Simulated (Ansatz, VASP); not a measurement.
Two plane-wave programs on C

The input INCAR:

```
  PREC = Accurate
  ENCUT = 520
  EDIFF = 1E-6
  ISMEAR = 0
  SIGMA = 0.05
  LREAL = F
  LASPH = T
  NELM = 100
  ALGO = Normal
  ISIF = 2
  LWAVE = F
  LCHARG = T
  GGA = PE
  IVDW = 12
  LELF = T
  LVHAR = T
  NBANDS = 11
```

KPOINTS

```
regular mesh
0
Gamma
  15 15 15
```

The input POSCAR:

```
C
1.0
    1.2119157437      0.6996998808      3.3052526588
   -1.2119157437      0.6996998808      3.3052526588
    0.0000000000     -1.3993997617      3.3052526588
C
2
Direct
    0.1571748731      0.1571748731      0.1571748731
    0.8428251269      0.8428251269      0.8428251269
```

Input for Ansatz:

```yaml
crystal:
  lattice:
    - [1.2119157437, 0.6996998808, 3.3052526588]
    - [-1.2119157437, 0.6996998808, 3.3052526588]
    - [0.0, -1.3993997617, 3.3052526588]
  atoms:
    - { symbol: C, position: [0.1571748731, 0.1571748731, 0.1571748731] }
    - { symbol: C, position: [0.8428251269, 0.8428251269, 0.8428251269] }
basis:
  ecutwfc: 520.0
kpoints:
  mp_grid: { grid: [15, 15, 15] }
hamiltonian:
  xc: pbe
  dispersion: d3bj
scf:
  occupations: { method: gaussian, width: 0.05 }
output:
  forces: true
  stress: true
  eigenvalues: true
  write_density: true
  write_potential: true
  elf: true
  volumetric_format: npy
```

Change from the starting cell: mode 4 frozen in at -0.095 Å, equal normal strain along x, y and z -0.0167.

Alike in both runs: task single point; functional PBE; dispersion D3(BJ); k mesh 15 × 15 × 15; occupations gaussian, width 0.05 eV; no spin polarisation.

|  | VASP | Ansatz |
| --- | --- | --- |
| version | VASP 6.6.1 | Ansatz 0.2.0 |
| potentials or method | VASP PAW PBE potentials, release 64 (C), cutoff 520 eV | scalar-relativistic, plane waves, PAW |
| valence electrons in the cell | 8 | 8 |

```csv
,VASP,Ansatz,Ansatz less VASP
gap on the k mesh at the Fermi level (eV),0.97,0.97,0.000
least direct gap on the mesh (eV),0.99,0.99,0.000
pressure (GPa),14.2,13.7,-0.49
"traceless stress, the component that is largest in VASP (GPa)",-20.04,-19.48,+0.563
rms of the force components (eV/Å),1.763,1.769,+0.0067
```

Atom by atom the forces differ by 0.007 eV/Å (rms over components).
